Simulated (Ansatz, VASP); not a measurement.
## Ta2N in VASP and in Ansatz

The input INCAR:

```
SYSTEM = Ta2N
PREC = Accurate
ENCUT = 520
EDIFF = 1E-6
ISMEAR = 0
SIGMA = 0.15
LREAL = .False.
LASPH = .True.
NELM = 100
ALGO = Normal
ISIF = 2
LWAVE = .False.
LCHARG = .True.
GGA = CA
LELF = .True.
LVHAR = .True.
NBANDS = 50
```

KPOINTS

```
regular mesh
0
Gamma
  9 9 8
  0 0 0
```

The input POSCAR:

```
Ta2N
1.0
    5.2641495424      0.0000000000      0.0000000000
   -2.6320747712      4.5588872330      0.0000000000
    0.0000000000      0.0000000000      4.8182760762
Ta N
6 3
Direct
    0.6788818548      0.6788818548      0.7526041962
    0.0000000000      0.3211181452      0.7526041962
    0.3211181452      0.0000000000      0.7526041962
    0.3211181452      0.3211181452      0.2473958038
    0.0000000000      0.6788818548      0.2473958038
    0.6788818548      0.0000000000      0.2473958038
    0.6666666667      0.3333333333      0.5000000000
    0.3333333333      0.6666666667      0.5000000000
    0.0000000000      0.0000000000      0.0000000000
```

Input for Ansatz:

```yaml
crystal:
  lattice:
    - [5.2641495424, 0.0, 0.0]
    - [-2.6320747712, 4.558887233, 0.0]
    - [0.0, 0.0, 4.8182760762]
  atoms:
    - { symbol: Ta, position: [0.6788818548, 0.6788818548, 0.7526041962] }
    - { symbol: Ta, position: [0.0, 0.3211181452, 0.7526041962] }
    - { symbol: Ta, position: [0.3211181452, 0.0, 0.7526041962] }
    - { symbol: Ta, position: [0.3211181452, 0.3211181452, 0.2473958038] }
    - { symbol: Ta, position: [0.0, 0.6788818548, 0.2473958038] }
    - { symbol: Ta, position: [0.6788818548, 0.0, 0.2473958038] }
    - { symbol: "N", position: [0.6666666667, 0.3333333333, 0.5] }
    - { symbol: "N", position: [0.3333333333, 0.6666666667, 0.5] }
    - { symbol: "N", position: [0.0, 0.0, 0.0] }
basis:
  ecutwfc: 520.0
kpoints:
  mp_grid: { grid: [9, 9, 8] }
hamiltonian:
  xc: lda
  pseudopotentials: { kind: paw, azcp: { folder: soft_1 } }
scf:
  occupations: { method: gaussian, width: 0.15 }
output:
  forces: true
  stress: true
  eigenvalues: true
```

Alike in both runs: task single point; functional LDA; k mesh 9 × 9 × 8; occupations gaussian, width 0.15 eV; no spin polarisation.

|  | VASP | Ansatz |
| --- | --- | --- |
| version | VASP 6.6.1 | Ansatz 0.2.0 |
| potentials or method | VASP PAW LDA potentials, release 64 (Ta_pv, N), cutoff 520 eV | scalar-relativistic, plane waves, PAW |
| valence electrons in the cell | 81 | 93 |

```tsv
	VASP	Ansatz	Ansatz less VASP
gap on the k mesh at the Fermi level (eV)	none	none	-
pressure (GPa)	3.4	1.8	-1.62
traceless stress, the component that is largest in VASP (GPa)	3.21	3.19	-0.019
rms of the force components (eV/Å)	0.901	0.891	-0.0095
```

Ansatz warns that its potentials were made for another functional, while VASP's fit it. LDA's correlation is that of Perdew and Zunger in VASP and of Perdew and Wang (1992) in Ansatz. Atom by atom the forces differ by 0.011 eV/Å (rms over components). A gap of «none» marks a metal or a gap that the smearing closes. VASP's potentials hold 81 valence electrons a cell and Ansatz's 93, so a difference there can come from the potentials and not from the codes.

Neither program's run includes spin-orbit coupling.
